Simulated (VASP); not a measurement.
# CuO (Pm-3m) in VASP: notebook

CuO is run at these levels: PBEsol, LDA, PBE; tasks: relaxation of cell and atoms, single point.

All numbers are computed with VASP 6.6.1; they aren't measurements. Logs are shortened: lines on timing, memory, paths and dates and some standing lists are left out, and cuts for length are marked.

## 1. The cell of the first run

Symmetry: Pm-3m, No. 221, cubic system. Conventional cell: a = 2.553 Å, b = 2.553 Å, c = 2.553 Å, α = 90.00°, β = 90.00°, γ = 90.00°. Within 2.9 Å of Cu (site symmetry m-3m) lie 8 O at 2.21 Å and 6 Cu at 2.55 Å. O (site symmetry m-3m) has 8 Cu at 2.21 Å and 6 O at 2.55 Å within 2.9 Å.

## 2. Relaxation of cell and atoms, PBEsol

INCAR

```
SYSTEM = CuO
PREC     = Accurate       ! precision mode
ENCUT    = 600            ! plane-wave cutoff, eV
EDIFF    = 1E-6           ! SCF threshold, eV
ISMEAR   = -1             ! smearing method
SIGMA    = 0.05           ! smearing width, eV
LREAL    = .FALSE.        ! projectors in reciprocal space
LASPH    = .TRUE.         ! aspherical terms in the spheres
NELM     = 100            ! most SCF steps
ALGO     = Normal         ! electronic algorithm
ISIF     = 3              ! what is computed and relaxed
LWAVE    = .FALSE.        ! write WAVECAR
LCHARG   = .FALSE.        ! write CHGCAR
GGA      = PS             ! functional
IBRION   = 2              ! ionic algorithm
NSW      = 80             ! ionic steps
EDIFFG   = -0.005         ! ionic threshold
```

KPOINTS

```
regular mesh
0
G
  8 8 8
  0 0 0
```

POSCAR

```
CuO
1.0
    2.5525506100      0.0000000000      0.0000000000
    0.0000000000      2.5525506100      0.0000000000
    0.0000000000      0.0000000000      2.5525506100
Cu O
1 1
Direct
    0.0000000000      0.0000000000      0.0000000000
    0.5000000000      0.5000000000      0.5000000000
```

Potentials or basis: VASP PAW PBE potentials, release 64 (Cu, O).

On the command line:

```
> cat potpaw_PBE.64/Cu/POTCAR potpaw_PBE.64/O/POTCAR > POTCAR
> mpirun -np 1 vasp_std > vasp.out
```

OUTCAR:

```text
SYSTEM = CuO
   PREC = Accurate
   ENCUT = 600
   EDIFF = 1E-6
   ISMEAR = -1
   LREAL = .FALSE.
   LASPH = .TRUE.
   NELM = 100
   ISIF = 3
   GGA = PS
   IBRION = 2
   NSW = 80
   EDIFFG = -0.005

 ion  position               nearest neighbor table
   1  0.000  0.000  0.000-   2 2.21   2 2.21   2 2.21   2 2.21   2 2.21   2 2.21   2 2.21   2 2.21

   2  0.500  0.500  0.500-   1 2.21   1 2.21   1 2.21   1 2.21   1 2.21   1 2.21   1 2.21   1 2.21

  LATTYP: Found a simple cubic cell.
 ALAT       =     2.5525506100

  Lattice vectors:

 A1 = (   2.5525506100,   0.0000000000,   0.0000000000)
 A2 = (   0.0000000000,   2.5525506100,   0.0000000000)
 A3 = (   0.0000000000,   0.0000000000,   2.5525506100)

Analysis of symmetry for initial positions (statically):
=====================================================================
 Subroutine PRICEL returns:
 Original cell was already a primitive cell.

 Routine SETGRP: Setting up the symmetry group for a
 simple cubic supercell.

 Subroutine GETGRP returns: Found 48 space group operations
 (whereof 48 operations were pure point group operations)
 out of a pool of 48 trial point group operations.

The static configuration has the point symmetry O_h .

Analysis of symmetry for dynamics (positions and initial velocities):
=====================================================================
 Subroutine PRICEL returns:
 Original cell was already a primitive cell.

 Routine SETGRP: Setting up the symmetry group for a
 simple cubic supercell.

 Subroutine GETGRP returns: Found 48 space group operations
 (whereof 48 operations were pure point group operations)
 out of a pool of 48 trial point group operations.

The dynamic configuration has the point symmetry O_h .

 Subroutine INISYM returns: Found 48 space group operations
 (whereof 48 operations are pure point group operations),
 and found     1 'primitive' translations

----------------------------------------------------------------------------------------

                                     Primitive cell

  volume of cell :      16.6312

  direct lattice vectors                    reciprocal lattice vectors
     2.552550610  0.000000000  0.000000000     0.391765004  0.000000000  0.000000000
     0.000000000  2.552550610  0.000000000     0.000000000  0.391765004  0.000000000
     0.000000000  0.000000000  2.552550610     0.000000000  0.000000000  0.391765004

  length of vectors
     2.552550610  2.552550610  2.552550610     0.391765004  0.391765004  0.391765004

  position of ions in fractional coordinates (direct lattice)
     0.000000000  0.000000000  0.000000000
     0.500000000  0.500000000  0.500000000

  ion indices of the primitive-cell ions
   primitive index   ion index
                 1           1
                 2           2

----------------------------------------------------------------------------------------

 KPOINTS: regular mesh

Automatic generation of k-mesh.
 Grid dimensions read from file:
 generate k-points for:    8    8    8

 Generating k-lattice:

  Cartesian coordinates                     Fractional coordinates (reciprocal lattice)
     0.048970626  0.000000000  0.000000000     0.125000000  0.000000000  0.000000000
     0.000000000  0.048970626  0.000000000     0.000000000  0.125000000  0.000000000
     0.000000000  0.000000000  0.048970626     0.000000000  0.000000000  0.125000000

  Length of vectors
     0.048970626  0.048970626  0.048970626

  Shift w.r.t. Gamma in fractional coordinates (k-lattice)
     0.000000000  0.000000000  0.000000000

 Subroutine IBZKPT returns following result:
 ===========================================

 Found     35 irreducible k-points:

 Following reciprocal coordinates:
            Coordinates               Weight
  0.000000  0.000000  0.000000      1.000000
  0.125000  0.000000  0.000000      6.000000
  0.250000  0.000000  0.000000      6.000000
  0.375000  0.000000  0.000000      6.000000
  0.500000  0.000000  0.000000      3.000000
  0.125000  0.125000  0.000000     12.000000
[... 16 lines left out ...]
  0.375000  0.375000  0.125000     24.000000
  0.500000  0.375000  0.125000     24.000000
 [... further k-points ...]
   k-points           NKPTS =     35   k-points in BZ     NKDIM =     35   number of bands    NBANDS=     12
   number of dos      NEDOS =    301   number of ions     NIONS =      2
   total plane-waves  NPLWV =   8000
   dimension x,y,z NGX =    20 NGY =   20 NGZ =   20
   dimension x,y,z NGXF=    40 NGYF=   40 NGZF=   40
   ions per type =               1   1
   NGX,Y,Z   is equivalent  to a cutoff of  13.03, 13.03, 13.03 a.u.
   NGXF,Y,Z  is equivalent  to a cutoff of  26.05, 26.05, 26.05 a.u.
 SYSTEM =  CuO
   PREC   = accura    normal or accurate (medium, high low for compatibility)
   ISTART =      0    job   : 0-new  1-cont  2-samecut
   ICHARG =      2    charge: 1-file 2-atom 10-const
   ISPIN  =      1    spin polarized calculation?
   LNONCOLLINEAR =      F non collinear calculations
   LSORBIT =      F    spin-orbit coupling
   LASPH  =      T    aspherical Exc in radial PAW
   ENCUT  =  600.0 eV  44.10 Ry    6.64 a.u.   5.10  5.10  5.10*2*pi/ulx,y,z
   NELM   =    100;   NELMIN=  2; NELMDL= -5     # of ELM steps
   EDIFF  = 0.1E-05   stopping-criterion for ELM
   LREAL  =      F    real-space projection
   EDIFFG = -.5E-02   stopping-criterion for IOM
   NSW    =     80    number of steps for IOM
   IBRION =      2    ionic relax: 0-MD 1-quasi-New 2-CG
   NFREE  =      1    steps in history (QN), initial steepest desc. (CG)
   ISIF   =      3    stress and relaxation
   ISYM   =      2    0-nonsym 1-usesym 2-fastsym
   POTIM  = 0.5000    time-step for ionic-motion
   TEBEG  =    0.0;   TEEND  =   0.0 temperature during run
   PSTRESS=    0.0 pullay stress
   NELECT =      17.0000    total number of electrons
   NUPDOWN=      -1.0000    fix difference up-down
   EMIN   =  10.00;   EMAX   =-10.00  energy-range for DOS
   EFERMI =   0.00;   METHOD = LEGACY
   ISMEAR =    -1;   SIGMA  =   0.05  broadening in eV -4-tet -1-fermi 0-gaus
   EFERMI_NEDOS =   21; number of points for ismear=-14 and -15
   IALGO  =     38    algorithm
   IMIX   =      4    mixing-type and parameters
     AMIX     =   0.40;   BMIX     =  1.00
     AMIX_MAG =   1.60;   BMIX_MAG =  1.00
  volume/ion in A,a.u.               =       8.32        56.12
  Fermi-wavevector in a.u.,A,eV,Ry     =   1.649112  3.116370 37.001994  2.719570
  Thomas-Fermi vector in A             =   2.738287
   LORBIT       =      0    0 simple, 1 ext, 2 COOP (PROOUT), +10 PAW based schemes
   GGA     = PS    functional components
   LHFCALC =     F    Hartree Fock is set to
   AEXX    =    0.0000 exact exchange contribution
   IVDW    =     0    specifies the selected vdW correction
   LEPSILON=     F    determine dielectric tensor
   LRPA    =     F    only Hartree local field effects (RPA)
 conjugate gradient relaxation of ions
 non-spin polarized calculation
  energy-cutoff  :      600.00
  volume of cell :       16.63
 maximum number of plane-waves:       568
   NGX = 11   NGY = 11   NGZ = 11

--------------------------------------- Ionic step        1  -------------------------------------------

 number of electron      16.9999977 magnetization

 Free energy of the ion-electron system (eV)
  ---------------------------------------------------
  ext. energy  EPLUGINS =         0.00000000
  ---------------------------------------------------
  free energy    TOTEN  =        -9.55105186 eV

  energy without entropy =       -9.53045277  energy(sigma->0) =       -9.54075231

------------------------ aborting loop because EDIFF is reached ----------------------------------------

  FORCE on cell =-STRESS in cart. coord.  units (eV):
  Direction    XX          YY          ZZ          XY          YZ          ZX
  --------------------------------------------------------------------------------------
  -------------------------------------------------------------------------------------
  Total        1.0365476      1.0365476      1.0365476     -0.0000000      0.0000000      0.0000000
  in kB       99.8565896     99.8565896     99.8565896     -0.0000000      0.0000000      0.0000000
  external PRESSURE =      99.8565896 kB  Pullay stress =       0.0000000 kB
[... 57 lines left out ...]
  energy  without entropy=       -9.5408359256  energy(sigma->0) =       -9.55258420

--------------------------------------- Ionic step        3  -------------------------------------------

 number of electron      16.9999991 magnetization

 Free energy of the ion-electron system (eV)
  ---------------------------------------------------
  ext. energy  EPLUGINS =         0.00000000
  ---------------------------------------------------
  free energy    TOTEN  =        -9.57363427 eV

  energy without entropy =       -9.55132631  energy(sigma->0) =       -9.56248029

 E-fermi :   6.9096     XC(G=0): -13.3270

 val. band max:        6.8770221112   @ k =   0.3750   0.3750   0.3750
 cond. band min:       6.9208595356   @ k =   0.5000   0.5000   0.2500
 fundamental gap:      0.0438374244
 Fermi energy:         6.9095851767

 k-point     1 :       0.0000    0.0000    0.0000
  band No.  band energies     occupation
      1     -12.7622      2.00000
      2       3.4185      2.00000
      3       3.4185      2.00000
      4       4.9263      2.00000
      5       4.9263      2.00000
      6       4.9263      2.00000
      7       5.2249      2.00000
      8       5.2249      2.00000
      9       5.2249      2.00000
     10       7.8425      0.00000
     11      22.6819      0.00000
     12      22.6819      0.00000
[... 331 lines left out ...]
 k-point    24 :       0.5000    0.3750    0.1250
  band No.  band energies     occupation
      1     -10.5836      2.00000
      2       0.6912      2.00000
      3       1.4674      2.00000
      4       3.8772      2.00000
      5       4.1028      2.00000
      6       4.8335      2.00000
      7       4.9653      2.00000
      8       5.7264      2.00000
      9       6.6937      1.97368
     10      12.7837      0.00000
     11      17.3493      0.00000
     12      18.3042      0.00000

 [... further k-points ...]

------------------------ aborting loop because EDIFF is reached ----------------------------------------

  FORCE on cell =-STRESS in cart. coord.  units (eV):
  Direction    XX          YY          ZZ          XY          YZ          ZX
  --------------------------------------------------------------------------------------
  -------------------------------------------------------------------------------------
  Total        0.0055985      0.0055985      0.0055985     -0.0000000     -0.0000000      0.0000000
  in kB        0.5158376      0.5158376      0.5158376     -0.0000000     -0.0000000      0.0000000
  external PRESSURE =       0.5158376 kB  Pullay stress =       0.0000000 kB
[... 17 lines left out ...]
  FREE ENERGIE OF THE ION-ELECTRON SYSTEM (eV)
  ---------------------------------------------------
  free  energy   TOTEN  =        -9.5736342655 eV

  energy  without entropy=       -9.5513263092  energy(sigma->0) =       -9.56248029

 reached required accuracy - stopping structural energy minimisation
```

Wall time 23 s (1 thread of AMD EPYC 7R43 (Zen 3), shared host); peak memory 0.09 GiB.

Results:

| Quantity | Value |
| --- | --- |
| Free energy | -9.5736 eV |
| Relaxed volume | 8.69 Å³/atom |
| Relaxed cell | a = 2.591 Å, b = 2.591 Å, c = 2.591 Å, α = 90.00°, β = 90.00°, γ = 90.00° |
| Space group after relaxing (to 0.05 Å) | Pm-3m (No. 221) |
| Energy gained by relaxing | 11.3 meV/atom |
| Ionic steps | 3 |
| Pressure after relaxing | 0.1 GPa |

Step by step:
```tsv
step	energy change (eV)	largest force (eV/Å)	pressure (GPa)	volume (Å³)
1	0.0000	0.0000	9.99	16.63
2	-0.0133	0.0000	-5.51	17.91
3	-0.0226	0.0000	0.05	17.39
```

Final structure:
```yaml
crystal:
  lattice:
    - [2.59073, 0.00000, 0.00000]
    - [0.00000, 2.59073, 0.00000]
    - [0.00000, 0.00000, 2.59073]
  atoms:
    - { symbol: Cu, position: [0.00000, 0.00000, 0.00000] }
    - { symbol: O, position: [0.50000, 0.50000, 0.50000] }
```

Caveat: the PAW data sets were made with another functional, which shifts forces and pressure a little; an odd number of electrons without spin polarisation forces a metal; a magnetic or distorted state may lie lower; semilocal functionals often make such compounds metallic where correlation or magnetic order opens a gap, which also shifts bond lengths.

## 3. Relaxation of cell and atoms, LDA

INCAR

```
SYSTEM = CuO
PREC = Accurate
ENCUT = 600
EDIFF = 1E-7
ISMEAR = -1
SIGMA = 0.05
LREAL = .FALSE.
LASPH = .TRUE.
NELM = 60
ALGO = Normal
ISIF = 3
LWAVE = .FALSE.
LCHARG = .FALSE.
GGA = CA
IBRION = 2
NSW = 80
EDIFFG = -0.005
```

KPOINTS is that of step 2.

POSCAR is that of step 2.

Potentials or basis: VASP PAW LDA potentials, release 64 (Cu, O).

On the command line:

```
> cat potpaw_LDA.64/Cu/POTCAR potpaw_LDA.64/O/POTCAR > POTCAR
> mpirun -np 1 vasp_std > vasp.out
```

OUTCAR:

```text
SYSTEM = CuO
   PREC = Accurate
   ENCUT = 600
   EDIFF = 1E-7
   ISMEAR = -1
   LREAL = .FALSE.
   LASPH = .TRUE.
   NELM = 60
   ISIF = 3
   GGA = CA
   IBRION = 2
   NSW = 80
   EDIFFG = -0.005

 ion  position               nearest neighbor table
   1  0.000  0.000  0.000-   2 2.21   2 2.21   2 2.21   2 2.21   2 2.21   2 2.21   2 2.21   2 2.21

   2  0.500  0.500  0.500-   1 2.21   1 2.21   1 2.21   1 2.21   1 2.21   1 2.21   1 2.21   1 2.21

  LATTYP: Found a simple cubic cell.
 ALAT       =     2.5525506100

  Lattice vectors:

 A1 = (   2.5525506100,   0.0000000000,   0.0000000000)
 A2 = (   0.0000000000,   2.5525506100,   0.0000000000)
 A3 = (   0.0000000000,   0.0000000000,   2.5525506100)

Analysis of symmetry for initial positions (statically):
=====================================================================
 Subroutine PRICEL returns:
[... 268 lines left out ...]
      7       5.5428      2.00000
      8       5.5428      2.00000
      9       5.5428      2.00000
     10       8.5868      0.00000
     11      23.3596      0.00000
     12      23.3596      0.00000
[... 331 lines left out ...]
 k-point    24 :       0.5000    0.3750    0.1250
  band No.  band energies     occupation
      1     -10.0825      2.00000
      2       0.8312      2.00000
      3       1.6313      2.00000
      4       4.1769      2.00000
      5       4.3535      2.00000
      6       5.1348      2.00000
      7       5.2643      2.00000
      8       6.0904      2.00000
      9       7.1124      1.97859
     10      13.3375      0.00000
     11      18.0150      0.00000
     12      18.9548      0.00000

 [... further k-points ...]

------------------------ aborting loop because EDIFF is reached ----------------------------------------

  FORCE on cell =-STRESS in cart. coord.  units (eV):
  Direction    XX          YY          ZZ          XY          YZ          ZX
  --------------------------------------------------------------------------------------
  -------------------------------------------------------------------------------------
  Total        0.0001707      0.0001707      0.0001707      0.0000000      0.0000000     -0.0000000
  in kB        0.0163322      0.0163322      0.0163322      0.0000000      0.0000000     -0.0000000
  external PRESSURE =       0.0163322 kB  Pullay stress =       0.0000000 kB
[... 17 lines left out ...]
  FREE ENERGIE OF THE ION-ELECTRON SYSTEM (eV)
  ---------------------------------------------------
  free  energy   TOTEN  =       -10.4784955243 eV

  energy  without entropy=      -10.4574685935  energy(sigma->0) =      -10.46798206

 reached required accuracy - stopping structural energy minimisation
```

Run time: 14 s. Hardware: 1 thread of AMD EPYC 7R43 (Zen 3), shared host; peak memory 0.09 GiB.

Results:

- Free energy: -10.4785 eV
- Relaxed volume: 8.37 Å³/atom
- Relaxed cell: a = 2.558 Å, b = 2.558 Å, c = 2.558 Å, α = 90.00°, β = 90.00°, γ = 90.00°
- Space group after relaxing (to 0.05 Å): Pm-3m (No. 221)
- Energy gained by relaxing: 0.3 meV/atom
- Ionic steps: 3
- Pressure after relaxing: 0.0 GPa

Step by step:
```tsv
step	energy change (eV)	largest force (eV/Å)	pressure (GPa)	volume (Å³)
1	0.0000	0.0000	1.54	16.63
2	-0.0003	0.0000	-1.06	16.82
3	-0.0006	0.0000	0.00	16.75
```

Final structure:
```yaml
crystal:
  lattice:
    - [2.55839, 0.00000, 0.00000]
    - [0.00000, 2.55839, 0.00000]
    - [0.00000, 0.00000, 2.55839]
  atoms:
    - { symbol: Cu, position: [0.00000, 0.00000, 0.00000] }
    - { symbol: O, position: [0.50000, 0.50000, 0.50000] }
```

Levels at points of the mesh, in eV from the Fermi level:
```
           k point  band 6  band 7  band 8  band 9  band 10  band 11  band 12
(0.00, 0.00, 0.00)   -2.08   -1.80   -1.80   -1.80     1.25    16.02    16.02
(0.50, 0.00, 0.00)   -1.73   -1.24    0.45    0.45     6.86     8.51    17.62
(0.50, 0.50, 0.00)   -2.32   -2.28   -1.27   -1.02     5.39    11.88    11.88
(0.50, 0.50, 0.50)   -1.24    0.34    0.34    0.34     6.90     6.90     6.90
```

Caveat: an odd number of electrons without spin polarisation forces a metal; a magnetic or distorted state may lie lower; semilocal functionals often make such compounds metallic where correlation or magnetic order opens a gap, which also shifts bond lengths. With open d or f shells a metallic result of LDA can be an artefact of self-interaction; +U or a hybrid may open a gap.

## 4. Single point, PBE

This run uses another cell than the first one, of 7.98 Å³/atom, 0.960 times its volume.

INCAR

```
SYSTEM = CuO
PREC     = Accurate       ! precision mode
ENCUT    = 520            ! plane-wave cutoff, eV
EDIFF    = 1E-6           ! SCF threshold, eV
ISMEAR   = -1             ! smearing method
SIGMA    = 0.05           ! smearing width, eV
LREAL    = .False.        ! projectors in reciprocal space
LASPH    = .True.         ! aspherical terms in the spheres
NELM     = 100            ! most SCF steps
ALGO     = Normal         ! electronic algorithm
ISIF     = 2              ! what is computed and relaxed
LWAVE    = .False.        ! write WAVECAR
LCHARG   = .True.         ! write CHGCAR
GGA      = PE             ! functional
LELF     = .True.         ! ELF
LVHAR    = .True.       
NBANDS   = 16             ! bands
```

KPOINTS

```
regular mesh
0
Gamma
  10 10 10
  0 0 0
```

POSCAR

```
CuO
1.0
    2.5180524539      0.0000000000      0.0000000000
    0.0000000000      2.5180524539      0.0000000000
    0.0000000000      0.0000000000      2.5180524539
Cu O
1 1
Direct
    0.0000000000      0.0000000000      0.0000000000
    0.5000000000      0.5000000000      0.5000000000
```

Potentials or basis: VASP PAW PBE potentials, release 64 (Cu, O).

On the command line:

```
> cat potpaw_PBE.64/Cu/POTCAR potpaw_PBE.64/O/POTCAR > POTCAR
> mpirun -np 1 vasp_std > vasp.out
```

It took 26 s on 1 thread of Intel Xeon 8259CL, shared host; peak memory 0.13 GiB.

It converged, with:

```yaml
Free_energy: -8.4034 eV
Pressure: 33.0 GPa
```

Levels at points of the mesh, in eV from the Fermi level:
```
           k point  band 7  band 8  band 9  band 10  band 11  band 12
(0.00, 0.00, 0.00)   -1.83   -1.83   -1.83     1.54    16.38    16.38
(0.50, 0.00, 0.00)   -1.27    0.49    0.49     7.21     9.08    17.85
(0.50, 0.50, 0.00)   -2.33   -1.29   -1.13     5.76    12.45    12.45
(0.50, 0.50, 0.50)    0.40    0.40    0.40     7.14     7.14     7.14
```

Caveat: an odd number of electrons without spin polarisation forces a metal; a magnetic or distorted state may lie lower; semilocal functionals often make such compounds metallic where correlation or magnetic order opens a gap, which also shifts bond lengths. With open d or f shells a metallic result of PBE can be an artefact of self-interaction; +U or a hybrid may open a gap.

(Part 1 of 2 ends here.)
